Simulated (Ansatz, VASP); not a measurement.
# Two plane-wave programs on Mg2WAu

```xyz
4
Lattice="2.9321 0.0000 0.0000 -1.4660 2.5393 0.0000 0.0000 0.0000 9.4750" Properties=species:S:1:pos:R:3 pbc="T T T"
Mg    0.0000    1.6928    2.3306
Mg    0.0000    1.6928    7.1444
W     0.0000    0.0000    4.7375
Au    0.0000    0.0000    0.0000
```

Alike in both runs: functional PBE; k mesh 18 × 18 × 6; occupations gaussian, width 0.1 eV; no spin polarisation.

Ansatz relaxed the structure, and its values are those at the end. VASP's run is a single point on that final structure, the one shown.

```csv
,VASP,Ansatz
version,VASP 6.6.1,Ansatz 0.2.0
potentials or method,"VASP PAW PBE potentials, release 64 (Mg, W_sv, Au), cutoff 520 eV","scalar-relativistic, plane waves, PAW"
valence electrons in the cell,29,53
```

```tsv
	VASP	Ansatz	Ansatz less VASP
gap on the k mesh at the Fermi level (eV)	none	none	-
pressure (GPa)	-0.1	0.0	+0.14
rms of the force components (eV/Å)	0.004	0.000	-0.0034
```

A gap of «none» marks a metal or a gap that the smearing closes. VASP's potentials hold 29 valence electrons a cell and Ansatz's 53, so a difference there can come from the potentials and not from the codes.

Spin-orbit coupling is off throughout.
